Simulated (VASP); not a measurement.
# TaN (Fm-3m) in VASP: notebook

The runs below take TaN through single point, with PBE.

All numbers are computed with VASP 6.6.1; they aren't measurements. Logs are shortened: lines on timing, memory, paths and dates and some standing lists are left out, and cuts for length are marked.

**1. The cell of the first run**

Symmetry: Fm-3m, No. 225, cubic system. The conventional cell has a = 4.481 Å, b = 4.481 Å, c = 4.481 Å, α = 90.00°, β = 90.00°, γ = 90.00°. Within 3.0 Å of Ta (site symmetry m-3m) lie 6 N at 2.24 Å. N (site symmetry m-3m) has 6 Ta at 2.24 Å within 3.0 Å.

**2. Single point, PBE**

INCAR

```
SYSTEM = TaN
PREC = Accurate ; ENCUT = 520
EDIFF = 1E-6 ; ISMEAR = -1
SIGMA = 0.05 ; LREAL = .FALSE.
LASPH = .TRUE. ; NELM = 80
ALGO = Normal ; ISIF = 2
LWAVE = .FALSE. ; LCHARG = .FALSE.
GGA = PE ; NBANDS = 15
```

KPOINTS

```
regular mesh
0
G
  10 10 10
  0 0 0
```

POSCAR

```
TaN
1.0
    0.0000000000      2.2404226923      2.2404226923
    2.2404226923      0.0000000000      2.2404226923
    2.2404226923      2.2404226923      0.0000000000
Ta N
1 1
Direct
    0.5000000000      0.5000000000      0.5000000000
    0.0000000000      0.0000000000      0.0000000000
```

Potentials or basis: VASP PAW PBE potentials, release 64 (Ta_pv, N).

Run with:

```
$ cat potpaw_PBE.64/Ta_pv/POTCAR potpaw_PBE.64/N/POTCAR > POTCAR
$ mpirun -np 1 vasp_std > vasp.out
```

OUTCAR:

```text
SYSTEM = TaN
   PREC = Accurate
   ENCUT = 520
   EDIFF = 1E-6
   ISMEAR = -1
   LREAL = .FALSE.
   LASPH = .TRUE.
   NELM = 80
   ISIF = 2
   GGA = PE

 ion  position               nearest neighbor table
   1  0.500  0.500  0.500-   2 2.24   2 2.24   2 2.24   2 2.24   2 2.24   2 2.24
   2  0.000  0.000  0.000-   1 2.24   1 2.24   1 2.24   1 2.24   1 2.24   1 2.24

  LATTYP: Found a face centered cubic cell.
 ALAT       =     4.4808453846

  Lattice vectors:

 A1 = (   0.0000000000,   2.2404226923,   2.2404226923)
 A2 = (   2.2404226923,   0.0000000000,   2.2404226923)
 A3 = (   2.2404226923,   2.2404226923,   0.0000000000)

Analysis of symmetry for initial positions (statically):
=====================================================================
 Subroutine PRICEL returns:
 Original cell was already a primitive cell.

 Routine SETGRP: Setting up the symmetry group for a
 face centered cubic supercell.

 Subroutine GETGRP returns: Found 48 space group operations
 (whereof 48 operations were pure point group operations)
 out of a pool of 48 trial point group operations.

The static configuration has the point symmetry O_h .

Analysis of symmetry for dynamics (positions and initial velocities):
=====================================================================
 Subroutine PRICEL returns:
 Original cell was already a primitive cell.

 Routine SETGRP: Setting up the symmetry group for a
 face centered cubic supercell.

 Subroutine GETGRP returns: Found 48 space group operations
 (whereof 48 operations were pure point group operations)
 out of a pool of 48 trial point group operations.

The dynamic configuration has the point symmetry O_h .

 Subroutine INISYM returns: Found 48 space group operations
 (whereof 48 operations are pure point group operations),
 and found     1 'primitive' translations

----------------------------------------------------------------------------------------

                                     Primitive cell

  volume of cell :      22.4916

  direct lattice vectors                    reciprocal lattice vectors
     0.000000000  2.240422692  2.240422692    -0.223172173  0.223172173  0.223172173
     2.240422692  0.000000000  2.240422692     0.223172173 -0.223172173  0.223172173
     2.240422692  2.240422692  0.000000000     0.223172173  0.223172173 -0.223172173

  length of vectors
     3.168436157  3.168436157  3.168436157     0.386545542  0.386545542  0.386545542

  position of ions in fractional coordinates (direct lattice)
     0.500000000  0.500000000  0.500000000
     0.000000000  0.000000000  0.000000000

  ion indices of the primitive-cell ions
   primitive index   ion index
                 1           1
                 2           2

----------------------------------------------------------------------------------------

 KPOINTS: regular mesh

Automatic generation of k-mesh.
 Grid dimensions read from file:
 generate k-points for:   10   10   10

 Generating k-lattice:

  Cartesian coordinates                     Fractional coordinates (reciprocal lattice)
    -0.022317217  0.022317217  0.022317217     0.100000000  0.000000000  0.000000000
     0.022317217 -0.022317217  0.022317217     0.000000000  0.100000000  0.000000000
     0.022317217  0.022317217 -0.022317217     0.000000000  0.000000000  0.100000000

  Length of vectors
     0.038654554  0.038654554  0.038654554

  Shift w.r.t. Gamma in fractional coordinates (k-lattice)
     0.000000000  0.000000000  0.000000000

 Subroutine IBZKPT returns following result:
 ===========================================

 Found     47 irreducible k-points:

 Following reciprocal coordinates:
            Coordinates               Weight
  0.000000  0.000000  0.000000      1.000000
  0.100000  0.000000  0.000000      8.000000
  0.200000  0.000000  0.000000      8.000000
  0.300000  0.000000  0.000000      8.000000
  0.400000  0.000000  0.000000      8.000000
  0.500000  0.000000  0.000000      4.000000
[... 16 lines left out ...]
  0.300000  0.300000  0.000000      6.000000
  0.400000  0.300000  0.000000     24.000000
 [... further k-points ...]
   k-points           NKPTS =     47   k-points in BZ     NKDIM =     47   number of bands    NBANDS=     15
   number of dos      NEDOS =    301   number of ions     NIONS =      2
   total plane-waves  NPLWV =  13824
   dimension x,y,z NGX =    24 NGY =   24 NGZ =   24
   dimension x,y,z NGXF=    48 NGYF=   48 NGZF=   48
   ions per type =               1   1
   NGX,Y,Z   is equivalent  to a cutoff of  12.59, 12.59, 12.59 a.u.
   NGXF,Y,Z  is equivalent  to a cutoff of  25.19, 25.19, 25.19 a.u.
 SYSTEM =  TaN
   PREC   = accura    normal or accurate (medium, high low for compatibility)
   ISTART =      0    job   : 0-new  1-cont  2-samecut
   ICHARG =      2    charge: 1-file 2-atom 10-const
   ISPIN  =      1    spin polarized calculation?
   LNONCOLLINEAR =      F non collinear calculations
   LSORBIT =      F    spin-orbit coupling
   LASPH  =      T    aspherical Exc in radial PAW
   ENCUT  =  520.0 eV  38.22 Ry    6.18 a.u.   5.89  5.89  5.89*2*pi/ulx,y,z
   NELM   =     80;   NELMIN=  2; NELMDL= -5     # of ELM steps
   EDIFF  = 0.1E-05   stopping-criterion for ELM
   LREAL  =      F    real-space projection
   EDIFFG = 0.1E-04   stopping-criterion for IOM
   NSW    =      0    number of steps for IOM
   IBRION =     -1    ionic relax: 0-MD 1-quasi-New 2-CG
   NFREE  =      0    steps in history (QN), initial steepest desc. (CG)
   ISIF   =      2    stress and relaxation
   ISYM   =      2    0-nonsym 1-usesym 2-fastsym
   POTIM  = 0.5000    time-step for ionic-motion
   TEBEG  =    0.0;   TEEND  =   0.0 temperature during run
   PSTRESS=    0.0 pullay stress
   NELECT =      16.0000    total number of electrons
   NUPDOWN=      -1.0000    fix difference up-down
   EMIN   =  10.00;   EMAX   =-10.00  energy-range for DOS
   EFERMI =   0.00;   METHOD = LEGACY
   ISMEAR =    -1;   SIGMA  =   0.05  broadening in eV -4-tet -1-fermi 0-gaus
   EFERMI_NEDOS =   21; number of points for ismear=-14 and -15
   IALGO  =     38    algorithm
   IMIX   =      4    mixing-type and parameters
     AMIX     =   0.40;   BMIX     =  1.00
     AMIX_MAG =   1.60;   BMIX_MAG =  1.00
  volume/ion in A,a.u.               =      11.25        75.89
  Fermi-wavevector in a.u.,A,eV,Ry     =   1.461419  2.761682 29.058597  2.135747
  Thomas-Fermi vector in A             =   2.577753
   LORBIT       =      0    0 simple, 1 ext, 2 COOP (PROOUT), +10 PAW based schemes
   GGA     = PE    functional components
   LHFCALC =     F    Hartree Fock is set to
   AEXX    =    0.0000 exact exchange contribution
   IVDW    =     0    specifies the selected vdW correction
   LEPSILON=     F    determine dielectric tensor
   LRPA    =     F    only Hartree local field effects (RPA)
 non-spin polarized calculation
  energy-cutoff  :      520.00
  volume of cell :       22.49
 maximum number of plane-waves:       620
   NGX = 11   NGY = 11   NGZ = 11

 number of electron      16.0000000 magnetization

 Free energy of the ion-electron system (eV)
  ---------------------------------------------------
  ext. energy  EPLUGINS =         0.00000000
  ---------------------------------------------------
  free energy    TOTEN  =       -21.80676989 eV

  energy without entropy =      -21.80045451  energy(sigma->0) =      -21.80361220

 E-fermi :   8.9417     XC(G=0): -13.1296

 val. band max:        8.8618867261   @ k =  -0.2000   0.2000   0.0000
 cond. band min:       8.9620627655   @ k =   0.0000   0.0000   0.0000
 fundamental gap:      0.1001760394
 Fermi energy:         8.9416782558

 k-point     1 :       0.0000    0.0000    0.0000
  band No.  band energies     occupation
      1     -26.9796      2.00000
      2     -26.9796      2.00000
      3     -26.9796      2.00000
      4      -9.4760      2.00000
      5       5.2635      2.00000
      6       5.2635      2.00000
      7       5.2635      2.00000
      8       6.9564      2.00000
      9       6.9564      2.00000
     10       6.9564      2.00000
     11       8.9621      0.79893
     12       8.9621      0.79892
     13       9.9738      0.00000
     14      18.2981      0.00000
     15      21.1383      0.00000

 k-point     2 :       0.1000    0.0000    0.0000
  band No.  band energies     occupation
      1     -27.0492      2.00000
      2     -26.9863      2.00000
      3     -26.9863      2.00000
      4      -9.2616      2.00000
      5       4.1918      2.00000
      6       4.5703      2.00000
      7       4.5703      2.00000
      8       7.2895      2.00000
      9       7.2895      2.00000
     10       7.3430      2.00000
     11       9.8145      0.00000
     12       9.8145      0.00000
     13      10.6921      0.00000
     14      18.9735      0.00000
     15      21.1381      0.00000

 k-point     3 :       0.2000    0.0000    0.0000
  band No.  band energies     occupation
      1     -27.2268      2.00000
      2     -27.0037      2.00000
      3     -27.0037      2.00000
      4      -8.6750      2.00000
      5       2.4219      2.00000
      6       3.4539      2.00000
      7       3.4539      2.00000
      8       7.8390      2.00000
      9       8.0465      2.00000
     10       8.0465      2.00000
     11      11.5738      0.00000
     12      11.5738      0.00000
     13      12.1534      0.00000
     14      20.4791      0.00000
     15      21.1379      0.00000
[... 343 lines left out ...]
 k-point    23 :       0.3000    0.3000    0.0000
  band No.  band energies     occupation
      1     -27.3863      2.00000
      2     -27.1310      2.00000
      3     -27.1310      2.00000
      4      -8.1618      2.00000
      5       1.0798      2.00000
      6       4.2128      2.00000
      7       4.2128      2.00000
      8       4.6693      2.00000
      9      10.1142      0.00000
     10      11.1332      0.00000
     11      11.1332      0.00000
     12      11.4232      0.00000
     13      16.6664      0.00000
     14      20.9824      0.00000
     15      21.2521      0.00000

 k-point    24 :       0.4000    0.3000    0.0000
  band No.  band energies     occupation
      1     -27.4688      2.00000
      2     -27.1758      2.00000
      3     -27.1553      2.00000
      4      -8.0158      2.00000
      5       1.2534      2.00000
      6       3.3017      2.00000
      7       3.9183      2.00000
      8       5.2767      2.00000
      9      10.9079      0.00000
     10      11.5875      0.00000
     11      11.6636      0.00000
     12      12.3286      0.00000
     13      16.7286      0.00000
     14      18.9759      0.00000
     15      21.1480      0.00000

 [... further k-points ...]

------------------------ aborting loop because EDIFF is reached ----------------------------------------

  FORCE on cell =-STRESS in cart. coord.  units (eV):
  Direction    XX          YY          ZZ          XY          YZ          ZX
  --------------------------------------------------------------------------------------
  -------------------------------------------------------------------------------------
  Total       -1.7323437     -1.7323437     -1.7323437      0.0000000      0.0000000      0.0000000
  in kB     -123.4027303   -123.4027303   -123.4027303      0.0000000      0.0000000      0.0000000
  external PRESSURE =    -123.4027303 kB  Pullay stress =       0.0000000 kB

 VOLUME and BASIS-vectors are now :
 -----------------------------------------------------------------------------
  energy-cutoff  :      520.00
  volume of cell :       22.49
      direct lattice vectors                 reciprocal lattice vectors
     0.000000000  2.240422692  2.240422692    -0.223172173  0.223172173  0.223172173
     2.240422692  0.000000000  2.240422692     0.223172173 -0.223172173  0.223172173
     2.240422692  2.240422692  0.000000000     0.223172173  0.223172173 -0.223172173

 POSITION                                       TOTAL-FORCE (eV/Angst)
 -----------------------------------------------------------------------------------
      2.24042      2.24042      2.24042         0.000000     -0.000000      0.000000
      0.00000      0.00000      0.00000        -0.000000      0.000000     -0.000000
 -----------------------------------------------------------------------------------
    total drift:                                0.000000     -0.000000     -0.000000

  FREE ENERGIE OF THE ION-ELECTRON SYSTEM (eV)
  ---------------------------------------------------
  free  energy   TOTEN  =       -21.8067698870 eV

  energy  without entropy=      -21.8004545145  energy(sigma->0) =      -21.80361220
```

It took 7.8 s on 1 thread of AMD EPYC 9R45 (Zen 5), shared host; peak memory 0.12 GiB.

Results:

| Quantity | Value |
| --- | --- |
| Free energy | -21.8068 eV |
| Pressure | -12.3 GPa |
| Band gap on the k mesh | zero (band 8 reaches 10.64 eV, above the bottom of band 9 at 6.96 eV) |

Caveat: spin-orbit coupling is left out, which moves the levels of the heavy elements.

**3. Single point, PBE**

This run uses another cell than the first one, of 11.46 Å³/atom, 1.019 times its volume.

INCAR

```
  ALGO = Normal
  EDIFF = 1E-7
  ENCUT = 520
  GGA = PE
  ISIF = 2
  ISMEAR = -1
  LASPH = True
  LCHARG = False
  LREAL = False
  LWAVE = False
  NBANDS = 15
  NELM = 100
  PREC = Accurate
  SIGMA = 0.05
```

KPOINTS

```
k-points
0
Gamma
  10 10 10
```

POSCAR

```
TaN
1.0
    0.0000000000      2.2546932853      2.2546932853
    2.2546932853      0.0000000000      2.2546932853
    2.2546932853      2.2546932853      0.0000000000
Ta N
1 1
Direct
    0.5000000000      0.5000000000      0.5000000000
    0.0000000000      0.0000000000      0.0000000000
```

Potentials or basis: VASP PAW PBE potentials, release 64 (Ta_pv, N).

Run with:

```
$ cat potpaw_PBE.64/Ta_pv/POTCAR potpaw_PBE.64/N/POTCAR > POTCAR
$ mpirun -np 1 vasp_std > vasp.out
```

It took 8.6 s on 1 thread of AMD EPYC 9R45 (Zen 5), shared host; peak memory 0.12 GiB.

It converged, with:

```
Free energy            : -21.7669 eV
Pressure               : -17.3 GPa
Band gap on the k mesh : zero (band 8 reaches 10.38 eV, above the bottom of band 9 at 6.80 eV)
```

Levels at points of the mesh, in eV from the Fermi level:
```csv
k point,band 5,band 6,band 7,band 8,band 9,band 10,band 11,band 12
"(0.00, 0.00, 0.00)",-3.62,-3.62,-3.62,-1.94,-1.94,-1.94,0.02,0.02
"(0.50, 0.00, 0.00)",-9.78,-7.06,-7.06,1.65,1.65,1.74,3.56,6.74
"(0.50, 0.50, 0.00)",-6.48,-4.99,-4.46,-4.46,1.85,3.10,3.10,3.75
```

Caveat: spin-orbit coupling is left out, which moves the levels of the heavy elements.
